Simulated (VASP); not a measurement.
A run of VASP 6.6.1 is set up as follows.

File INCAR:

```
PREC = Accurate
ENCUT = 600
EDIFF = 1E-6
ISMEAR = 0
SIGMA = 0.1
LREAL = False
LASPH = True
NELM = 100
ALGO = Normal
ISIF = 3
LWAVE = False
LCHARG = False
GGA = PE
IBRION = 2
NSW = 90
EDIFFG = -0.04
```

The input KPOINTS:

```
regular mesh
0
Gamma
  4 4 4
```

Contents of POSCAR:

```
Si2C
1.0
    4.5365899537      0.0000000000      0.0000000000
    0.0000000000      4.5365899537      0.0000000000
    0.0000000000      0.0000000000      4.5133446567
Si C
4 2
Direct
    0.5000000000      0.0000000000      0.2500000000
    0.0000000000      0.5000000000      0.2500000000
    0.5000000000      0.0000000000      0.7500000000
    0.0000000000      0.5000000000      0.7500000000
    0.5000000000      0.5000000000      0.2465843730
    0.5000000000      0.5000000000      0.7534156270
```

Potentials or basis: VASP PAW PBE potentials, release 64 (Si, C).

Launch:

```sh
$ cat potpaw_PBE.64/Si/POTCAR potpaw_PBE.64/C/POTCAR > POTCAR
$ mpirun -np 1 vasp_std > vasp.out
```

Problem. Predict the relaxed volume.

Solution. 12.54 Å³/atom.

Problem. Estimate the band gap on the k mesh.

Solution. Zero (band 12 reaches 10.43 eV, above the bottom of band 13 at 7.49 eV).

Problem. Estimate the relaxed cell.

Solution. a = 3.947 Å, b = 3.947 Å, c = 4.827 Å, α = 90.00°, β = 90.00°, γ = 90.00°.

Problem. Predict the space group after relaxing (to 0.05 Å).

Solution. P4/mmm (No. 123).

Step by step:
```
step  energy change (eV)  largest force (eV/Å)  pressure (GPa)  volume (Å³)
   1              0.0000                0.1833          -12.31        92.89
   2             -1.8011                1.4001           -2.29        77.50
   3             -1.9472                0.9496            3.66        73.87
   4             -1.9504                0.8452            5.23        73.10
   5             -2.0854                1.2904            0.30        75.01
   6             -2.0903                1.1791            0.92        74.65
   7             -2.3812                2.4625           -2.03        76.11
   8             -3.0432                3.2522           -5.59        78.52
   9             -3.5963                1.0199           -8.73        83.50
  10             -3.6501                1.8540           -9.50        81.49
  11             -3.6889                1.1297           -9.74        82.17
  12             -3.7359                0.8674           -8.79        81.98
  13             -3.7398                0.8707           -8.36        81.91
  14             -3.7841                0.7971           -7.67        81.27
  15             -3.8919                0.5545           -5.46        79.38
  16             -3.9897                0.1729           -0.94        75.69
  17             -3.9901                0.1941           -0.47        75.40
  18             -3.9946                0.0132           -0.09        75.23
  19             -3.9955                0.1447            0.22        75.12
  20             -3.9962                0.0962            0.13        75.15
  21             -3.9967                0.0048           -0.06        75.21
```

Caveat: the volume moved by over 15 % at a fixed basis, so the end points are rough.
